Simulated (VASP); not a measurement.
A run of VASP 6.6.1 is set up as follows.

File INCAR:

```
SYSTEM = Al
  PREC = Accurate
  ENCUT = 520
  EDIFF = 1E-7
  ISMEAR = 0
  SIGMA = 0.15
  LREAL = Auto
  LASPH = .TRUE.
  NELM = 60
  ALGO = Fast
  ISIF = 2
  LWAVE = .FALSE.
  LCHARG = .FALSE.
  GGA = PS
  ISYM = 0
  NBANDS = 38
```

KPOINTS

```
Automatic mesh
0
G
  5 17 5
  0 0 0
```

The input POSCAR:

```
Al
1.0
   -1.4181422459     -2.4562944223      9.3221494550
    1.4181422459     -2.4562944223      0.0000000000
   10.1837386740      5.8795842647      0.5095875085
Al
16
Direct
   -0.0023527369      0.5011763685      0.0430398409
   -0.0136422616      0.0068211308      0.2495649894
   -0.0249317862      0.5124658931      0.4560901378
   -0.0362213108      0.0181106554      0.6626152862
    0.2071931332      0.3964034334      0.7830882894
    0.2410617070      0.8794691465      0.1635128442
    0.2297721824      0.3851139088      0.3700379926
    0.2184826578      0.8907586711      0.5765631410
    0.4581339269      0.7709330366      0.7658778604
    0.4920025008      0.2539987496      0.1463024151
    0.4807129761      0.7596435119      0.3528275636
    0.4694234515      0.2652882742      0.5593527120
    0.7429432945      0.6285283528      0.1290919861
    0.7316537698      0.1341731151      0.3356171346
    0.7203642452      0.6398178774      0.5421422830
    0.7090747206      0.1454626397      0.7486674314
```

Potentials or basis: VASP PAW PBE potentials, release 64 (Al).

Command:

```bash
$ cat potpaw_PBE.64/Al/POTCAR > POTCAR
$ mpirun -np 1 vasp_std > vasp.out
```

Q: Predict the band gap on the k mesh.

A: Zero (bands 24 and 25 overlap by 1.33 eV).

Q: Estimate the largest force.

A: 0.311 eV/Å.

Q: What does it give for the pressure?

A: -2.1 GPa.

Stress tensor (GPa, compression positive):
```
-1.83  0.27  0.19
 0.27 -2.16  0.16
 0.19  0.16 -2.31
```

Caveat: the cell differs from its parent crystal (the distance across one plane changed); the PAW data sets were made with another functional, which shifts forces and pressure a little.
